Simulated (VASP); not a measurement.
Here is a VASP 6.6.1 calculation.

The input INCAR:

```
SYSTEM = TiAl
ALGO     = Normal         ! electronic algorithm
EDIFF    = 1E-6           ! SCF threshold, eV
ENCUT    = 520            ! plane-wave cutoff, eV
GGA      = CA             ! functional
ISIF     = 2              ! what is computed and relaxed
ISMEAR   = 0              ! smearing method
ISPIN    = 2              ! spin polarisation
LASPH    = .True.         ! aspherical terms in the spheres
LCHARG   = .False.        ! write CHGCAR
LMAXMIX  = 4              ! l up to which the mixer works
LORBIT   = 11             ! projections on sites
LREAL    = .False.        ! projectors in reciprocal space
LWAVE    = .False.        ! write WAVECAR
MAGMOM   = 0.75 0         ! initial moments
NBANDS   = 18             ! bands
NELM     = 150            ! most SCF steps
NUPDOWN  = 0.75           ! fixed moment
PREC     = Accurate       ! precision mode
SIGMA    = 0.15           ! smearing width, eV
```

File KPOINTS:

```
k-points
0
Gamma
  21 21 12
  0 0 0
```

POSCAR

```
TiAl
1.0
    2.7740235071      0.0000000000      0.0000000000
   -1.3870117535      2.4023748278      0.0000000000
    0.0000000000      0.0000000000      4.5280453252
Ti Al
1 1
Direct
    0.0000000000      0.0000000000      0.0000000000
    0.3333333333      0.6666666667      0.5000000000
```

Potentials or basis: VASP PAW LDA potentials, release 64 (Ti_sv, Al).

Launch:

```sh
$ cat potpaw_LDA.64/Ti_sv/POTCAR potpaw_LDA.64/Al/POTCAR > POTCAR
$ mpirun -np 1 vasp_std > vasp.out
```

Problem. What does it give for the pressure?

Solution. 5.8 GPa.

Stress tensor (GPa, compression positive):
```
6.46 0.00 0.00
0.00 6.46 0.00
0.00 0.00 4.53
```

Caveat: the cell stands under pressure; the total moment is fixed, so each spin has its own Fermi level.
